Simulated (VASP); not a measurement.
# SnO (C2/m) in VASP: single point with r2SCAN

Aim: the single point of SnO with r2SCAN.

All numbers are computed with VASP 6.6.1; they aren't measurements. Logs are shortened: lines on timing, memory, paths and dates and some standing lists are left out, and cuts for length are marked.

### 1 The cell of the first run

Symmetry: C2/m, No. 12, monoclinic system. The conventional cell has a = 5.385 Å, b = 5.385 Å, c = 4.941 Å, α = 90.00°, β = 90.72°, γ = 90.00°. Sn (site symmetry m) has 4 O at 2.21 to 2.23 Å within 2.9 Å. Within 2.9 Å of O (site symmetry 2) lie 4 Sn at 2.21 to 2.23 Å and 4 O at 2.69 Å.

### 2 Single point, r2SCAN (strain +0.0125 x Voigt [0, 0, 0, 1, 0, 0])

File POSCAR:

```
SnO
1.0
    2.6923937338     -2.6923902845     -0.0168274393
    2.6923937338      2.6923902845      0.0168274393
    0.0000000000      0.0617584386      9.8813501683
Sn O
4 4
Direct
    0.7500922691      0.2499077309      0.8660960299
    0.2499077309      0.7500922691      0.1339039701
    0.7499077309      0.2500922691      0.3660960299
    0.2500922691      0.7499077309      0.6339039701
    0.2498991820      0.2501008180      0.2500000000
    0.7501008180      0.7498991820      0.7500000000
    0.2501008180      0.2498991820      0.7500000000
    0.7498991820      0.7501008180      0.2500000000
```

File INCAR.step1:

```
SYSTEM = SnO
PREC = Accurate
ENCUT = 520
ISMEAR = 0
SIGMA = 0.03
LREAL = .FALSE.
LASPH = .TRUE.
NELM = 60
NBANDS = 50
GGA = PE
ALGO = Normal
EDIFF = 1E-4
LWAVE = .TRUE.
LCHARG = .FALSE.
KPAR = 4
```

File INCAR.step2:

```
SYSTEM = SnO
PREC = Accurate
ENCUT = 520
EDIFF = 1E-6
ISMEAR = 0
SIGMA = 0.03
LREAL = .FALSE.
LASPH = .TRUE.
NELM = 60
ALGO = Normal
ISIF = 2
LWAVE = .FALSE.
LCHARG = .TRUE.
METAGGA = R2SCAN
LMIXTAU = .TRUE.
LVHAR = .TRUE.
NBANDS = 50
ISTART = 1
KPAR = 4
```

File KPOINTS:

```
regular mesh
0
G
  10 10 4
  0 0 0
```

Potentials or basis: VASP PAW PBE potentials, release 64 (Sn_d, O).

Started as:

```
> cat potpaw_PBE.64/Sn_d/POTCAR potpaw_PBE.64/O/POTCAR > POTCAR
> cp INCAR.step1 INCAR
> mpirun -np 4 vasp_std > vasp.out
> cp INCAR.step2 INCAR
> mpirun -np 4 vasp_std > vasp.out
```

OUTCAR:

```text
SYSTEM = SnO
   PREC = Accurate
   ENCUT = 520
   EDIFF = 1E-6
   ISMEAR = 0
   LREAL = .FALSE.
   LASPH = .TRUE.
   NELM = 60
   ISIF = 2
   METAGGA = R2SCAN
   ISTART = 1

 ion  position               nearest neighbor table
   1  0.750  0.250  0.866-   6 2.21   7 2.21   7 2.23   6 2.23   4 3.52   4 3.54   4 3.54   4 3.56
                             2 3.75
   2  0.250  0.750  0.134-   5 2.21   8 2.21   5 2.23   8 2.23   3 3.52   3 3.54   3 3.54   3 3.56
                             1 3.75
   3  0.750  0.250  0.366-   8 2.21   5 2.21   8 2.23   5 2.23   2 3.52   2 3.54   2 3.54   2 3.56
                             4 3.75
   4  0.250  0.750  0.634-   6 2.21   7 2.21   7 2.23   6 2.23   1 3.52   1 3.54   1 3.54   1 3.56
                             3 3.75
   5  0.250  0.250  0.250-   2 2.21   3 2.21   3 2.23   2 2.23
   6  0.750  0.750  0.750-   1 2.21   4 2.21   4 2.23   1 2.23
   7  0.250  0.250  0.750-   1 2.21   4 2.21   4 2.23   1 2.23
   8  0.750  0.750  0.250-   2 2.21   3 2.21   3 2.23   2 2.23

  LATTYP: Found a base centered monoclinic cell.
 ALAT       =     5.3848857395
 B/A-ratio  =     0.9999817504
 C/A-ratio  =     1.8350515943
 COS(beta)  =    -0.0124995118

  Lattice vectors:

 A1 = (  -2.6923937338,  -2.6923902845,  -0.0168274393)
 A2 = (   2.6923937338,  -2.6923902845,  -0.0168274393)
 A3 = (   0.0000000000,   0.0617584386,   9.8813501683)

Analysis of symmetry for initial positions (statically):
=====================================================================
 Subroutine PRICEL returns:
 Original cell was already a primitive cell.

 Routine SETGRP: Setting up the symmetry group for a
 base centered monoclinic supercell.

 Subroutine GETGRP returns: Found  4 space group operations
 (whereof  4 operations were pure point group operations)
 out of a pool of  4 trial point group operations.

The static configuration has the point symmetry C_2h.

Analysis of symmetry for dynamics (positions and initial velocities):
=====================================================================
 Subroutine PRICEL returns:
 Original cell was already a primitive cell.

 Routine SETGRP: Setting up the symmetry group for a
 base centered monoclinic supercell.

 Subroutine GETGRP returns: Found  4 space group operations
 (whereof  4 operations were pure point group operations)
 out of a pool of  4 trial point group operations.

The dynamic configuration has the point symmetry C_2h.

 Subroutine INISYM returns: Found  4 space group operations
 (whereof  4 operations are pure point group operations),
 and found     1 'primitive' translations

----------------------------------------------------------------------------------------

                                     Primitive cell

  volume of cell :     143.2537

  direct lattice vectors                    reciprocal lattice vectors
     2.692393734 -2.692390285 -0.016827439     0.185708351 -0.185715843  0.001160724
     2.692393734  2.692390285  0.016827439     0.185708351  0.185715843 -0.001160724
     0.000000000  0.061758439  9.881350168     0.000000000 -0.000632529  0.101204698

  length of vectors
     3.807654478  3.807654478  9.881543162     0.262639131  0.262639131  0.101206675

  position of ions in fractional coordinates (direct lattice)
     0.750092269  0.249907731  0.866096030
     0.249907731  0.750092269  0.133903970
     0.749907731  0.250092269  0.366096030
     0.250092269  0.749907731  0.633903970
     0.249899182  0.250100818  0.250000000
     0.750100818  0.749899182  0.750000000
     0.250100818  0.249899182  0.750000000
     0.749899182  0.750100818  0.250000000

  ion indices of the primitive-cell ions
   primitive index   ion index
                 1           1
                 2           2
                 3           3
                 4           4
                 5           5
                 6           6
                 7           7
                 8           8

----------------------------------------------------------------------------------------

 KPOINTS: regular mesh

Automatic generation of k-mesh.
 Grid dimensions read from file:
 generate k-points for:   10   10    4

 Generating k-lattice:

  Cartesian coordinates                     Fractional coordinates (reciprocal lattice)
     0.018570835 -0.018571584  0.000116072     0.100000000 -0.000000000  0.000000000
     0.018570835  0.018571584 -0.000116072    -0.000000000  0.100000000 -0.000000000
     0.000000000 -0.000158132  0.025301175     0.000000000  0.000000000  0.250000000

  Length of vectors
     0.026263913  0.026263913  0.025301669

  Shift w.r.t. Gamma in fractional coordinates (k-lattice)
     0.000000000  0.000000000  0.000000000

 Subroutine IBZKPT returns following result:
 ===========================================

 Found    117 irreducible k-points:

 Following reciprocal coordinates:
            Coordinates               Weight
  0.000000  0.000000  0.000000      1.000000
  0.100000 -0.000000  0.000000      4.000000
  0.200000 -0.000000  0.000000      4.000000
  0.300000 -0.000000  0.000000      4.000000
  0.400000 -0.000000  0.000000      4.000000
  0.500000 -0.000000  0.000000      2.000000
[... 16 lines left out ...]
  0.300000  0.300000  0.000000      2.000000
  0.400000  0.300000 -0.000000      4.000000
 [... further k-points ...]
   k-points           NKPTS =    117   k-points in BZ     NKDIM =    117   number of bands    NBANDS=     50
   number of dos      NEDOS =    301   number of ions     NIONS =      8
   total plane-waves  NPLWV =  62720
   dimension x,y,z NGX =    28 NGY =   28 NGZ =   80
   dimension x,y,z NGXF=    56 NGYF=   56 NGZF=  160
   ions per type =               4   4
   NGX,Y,Z   is equivalent  to a cutoff of  12.23, 12.23, 13.46 a.u.
   NGXF,Y,Z  is equivalent  to a cutoff of  24.45, 24.45, 26.92 a.u.
 SYSTEM =  SnO
   PREC   = accura    normal or accurate (medium, high low for compatibility)
   ISTART =      1    job   : 0-new  1-cont  2-samecut
   ICHARG =      0    charge: 1-file 2-atom 10-const
   ISPIN  =      1    spin polarized calculation?
   LNONCOLLINEAR =      F non collinear calculations
   LSORBIT =      F    spin-orbit coupling
   LASPH  =      T    aspherical Exc in radial PAW
   ENCUT  =  520.0 eV  38.22 Ry    6.18 a.u.   7.08  7.08 18.37*2*pi/ulx,y,z
   NELM   =     60;   NELMIN=  2; NELMDL=  0     # of ELM steps
   EDIFF  = 0.1E-05   stopping-criterion for ELM
   LREAL  =      F    real-space projection
   EDIFFG = 0.1E-04   stopping-criterion for IOM
   NSW    =      0    number of steps for IOM
   IBRION =     -1    ionic relax: 0-MD 1-quasi-New 2-CG
   NFREE  =      0    steps in history (QN), initial steepest desc. (CG)
   ISIF   =      2    stress and relaxation
   ISYM   =      2    0-nonsym 1-usesym 2-fastsym
   POTIM  = 0.5000    time-step for ionic-motion
   TEBEG  =    0.0;   TEEND  =   0.0 temperature during run
   PSTRESS=    0.0 pullay stress
   NELECT =      80.0000    total number of electrons
   NUPDOWN=      -1.0000    fix difference up-down
   EMIN   =  10.00;   EMAX   =-10.00  energy-range for DOS
   EFERMI =   0.00;   METHOD = LEGACY
   ISMEAR =     0;   SIGMA  =   0.03  broadening in eV -4-tet -1-fermi 0-gaus
   EFERMI_NEDOS =   21; number of points for ismear=-14 and -15
   IALGO  =     38    algorithm
   IMIX   =      4    mixing-type and parameters
     AMIX     =   0.40;   BMIX     =  1.00
     AMIX_MAG =   1.60;   BMIX_MAG =  1.00
  volume/ion in A,a.u.               =      17.91       120.84
  Fermi-wavevector in a.u.,A,eV,Ry     =   1.348144  2.547622 24.728473  1.817491
  Thomas-Fermi vector in A             =   2.475837
   LORBIT       =      0    0 simple, 1 ext, 2 COOP (PROOUT), +10 PAW based schemes
   METAGGA = R2SCAN    functional components
   LHFCALC =     F    Hartree Fock is set to
   AEXX    =    0.0000 exact exchange contribution
   IVDW    =     0    specifies the selected vdW correction
   LEPSILON=     F    determine dielectric tensor
   LRPA    =     F    only Hartree local field effects (RPA)
 non-spin polarized calculation
 Gauss-broadening in eV      SIGMA  =   0.03
  energy-cutoff  :      520.00
  volume of cell :      143.25
 maximum number of plane-waves:      3878
   NGX = 15   NGY = 15   NGZ = 37

 number of electron      79.9999987 magnetization

 Free energy of the ion-electron system (eV)
  ---------------------------------------------------
  ext. energy  EPLUGINS =         0.00000000
  ---------------------------------------------------
  free energy    TOTEN  =      -133.80344572 eV

  energy without entropy =     -133.80344572  energy(sigma->0) =     -133.80344572

 E-fermi :   7.0501     XC(G=0): -10.7907

 val. band max:        6.8951701661   @ k =   0.0000   0.0000   0.0000
 cond. band min:       7.2711157468   @ k =   0.5000   0.5000   0.0000
 fundamental gap:      0.3759455807
 Fermi energy:         7.0500506491

 k-point     1 :       0.0000    0.0000    0.0000
  band No.  band energies     occupation
      1     -16.0351      2.00000
      2     -16.0223      2.00000
      3     -15.4853      2.00000
      4     -15.4721      2.00000
      5     -15.4570      2.00000
      6     -15.4551      2.00000
[... 42 lines left out ...]
     49      12.8524      0.00000
     50      12.8528      0.00000

 k-point     2 :       0.1000   -0.0000    0.0000
  band No.  band energies     occupation
      1     -16.0296      2.00000
      2     -16.0181      2.00000
      3     -15.4946      2.00000
      4     -15.4769      2.00000
      5     -15.4606      2.00000
      6     -15.4570      2.00000
[... 42 lines left out ...]
     49      12.5680      0.00000
     50      12.9147      0.00000

 k-point     3 :       0.2000   -0.0000    0.0000
  band No.  band energies     occupation
      1     -16.0135      2.00000
      2     -16.0061      2.00000
      3     -15.6134      2.00000
      4     -15.5878      2.00000
      5     -15.4536      2.00000
      6     -15.4493      2.00000
[... 42 lines left out ...]
     49      12.6252      0.00000
     50      13.0780      0.00000

 k-point     4 :       0.3000   -0.0000    0.0000
  band No.  band energies     occupation
      1     -15.9877      2.00000
      2     -15.9864      2.00000
      3     -15.7373      2.00000
      4     -15.7140      2.00000
      5     -15.4472      2.00000
      6     -15.4401      2.00000
[... 999 lines left out ...]
 k-point    23 :       0.3000    0.3000    0.0000
  band No.  band energies     occupation
      1     -15.9754      2.00000
      2     -15.9670      2.00000
      3     -15.8388      2.00000
      4     -15.8361      2.00000
      5     -15.4462      2.00000
      6     -15.4364      2.00000
[... 42 lines left out ...]
     49      12.4984      0.00000
     50      13.7772      0.00000

 k-point    24 :       0.4000    0.3000   -0.0000
  band No.  band energies     occupation
      1     -15.9624      2.00000
      2     -15.9516      2.00000
      3     -15.8948      2.00000
      4     -15.8862      2.00000
      5     -15.4339      2.00000
      6     -15.4336      2.00000
[... 42 lines left out ...]
     49      12.9181      0.00000
     50      14.0467      0.00000

 [... further k-points ...]

------------------------ aborting loop because EDIFF is reached ----------------------------------------

  FORCE on cell =-STRESS in cart. coord.  units (eV):
  Direction    XX          YY          ZZ          XY          YZ          ZX
  --------------------------------------------------------------------------------------
  -------------------------------------------------------------------------------------
  Total        0.5456789      0.5556710      0.4737246      0.0000000     -0.6016544      0.0000000
  in kB        6.1029780      6.2147325      5.2982274      0.0000000     -6.7290189      0.0000000
  external PRESSURE =       5.8719793 kB  Pullay stress =       0.0000000 kB

 VOLUME and BASIS-vectors are now :
 -----------------------------------------------------------------------------
  energy-cutoff  :      520.00
  volume of cell :      143.25
      direct lattice vectors                 reciprocal lattice vectors
     2.692393734 -2.692390285 -0.016827439     0.185708351 -0.185715843  0.001160724
     2.692393734  2.692390285  0.016827439     0.185708351  0.185715843 -0.001160724
     0.000000000  0.061758439  9.881350168     0.000000000 -0.000632529  0.101204698

 POSITION                                       TOTAL-FORCE (eV/Angst)
 -----------------------------------------------------------------------------------
      2.69239     -1.29320      8.54978         0.000000     -0.074999      0.149881
      2.69239      1.35496      1.33157         0.000000      0.074999     -0.149881
      2.69239     -1.32309      3.60911         0.000000     -0.075248      0.149906
      2.69239      1.38485      6.27224         0.000000      0.075248     -0.149906
      1.34620      0.01598      2.47034        -0.042268     -0.000428      0.000018
      4.03859      0.04578      7.41101         0.042268      0.000428     -0.000018
      1.34620      0.04578      7.41101        -0.042268      0.000428     -0.000018
      4.03859      0.01598      2.47034         0.042268     -0.000428      0.000018
 -----------------------------------------------------------------------------------
    total drift:                                0.000000     -0.000000      0.000000

  FREE ENERGIE OF THE ION-ELECTRON SYSTEM (eV)
  ---------------------------------------------------
  free  energy   TOTEN  =      -133.8034457196 eV

  energy  without entropy=     -133.8034457196  energy(sigma->0) =     -133.80344572
```

It took 28 min on 4 MPI ranks of Oxide Virtual Turin-like, shared host; peak memory 0.66 GiB.

Results:

```yaml
Free_energy: -133.8034 eV
Pressure: 0.6 GPa
Largest_force: 0.168 eV/Å
Band_gap_on_the_k_mesh: 0.38 eV
```

Forces in eV/Å, atoms in the order of the input:
```
Sn   0.000 -0.075  0.150
Sn   0.000  0.075 -0.150
Sn   0.000 -0.075  0.150
Sn   0.000  0.075 -0.150
O   -0.042  0.000  0.000
O    0.042  0.000  0.000
O   -0.042  0.000  0.000
O    0.042  0.000  0.000
```

Caveat: the cell differs from its parent crystal (strain +0.0125 x Voigt [0, 0, 0, 1, 0, 0]); semilocal functionals underestimate gaps, and a narrow one can read as zero; the PAW data sets were made with another functional, which shifts forces and pressure a little; spin-orbit coupling is left out, which moves the levels of the heavy elements.
